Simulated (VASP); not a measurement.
Input of a VASP 6.6.1 run:

The input INCAR:

```
ALGO = Normal ; EDIFF = 1E-6
ENCUT = 520 ; GGA = PE
ISIF = 2 ; ISMEAR = -1
LASPH = T ; LCHARG = F
LREAL = F ; LWAVE = F
NBANDS = 16 ; NELM = 80
PREC = Accurate ; SIGMA = 0.04
```

The input KPOINTS:

```
k-points
0
Gamma
  5 5 5
```

Contents of POSCAR:

```
GaAs
1.0
    0.0000000000      2.8268500000      2.8268500000
    2.8268500000      0.0000000000      2.8268500000
    2.8268500000      2.8268500000      0.0000000000
As Ga
1 1
Direct
    0.7500000000      0.7500000000      0.7500000000
    0.0000000000      0.0000000000      0.0000000000
```

Potentials or basis: VASP PAW PBE potentials, release 64 (As, Ga_d).

The run is started by

```console
$ cat potpaw_PBE.64/As/POTCAR potpaw_PBE.64/Ga_d/POTCAR > POTCAR
$ mpirun -np 1 vasp_std > vasp.out
```

(1) Predict the pressure.

(2) Estimate the band gap on the k mesh.

## Answers

(1) 3.5 GPa.

(2) 0.52 eV, direct.
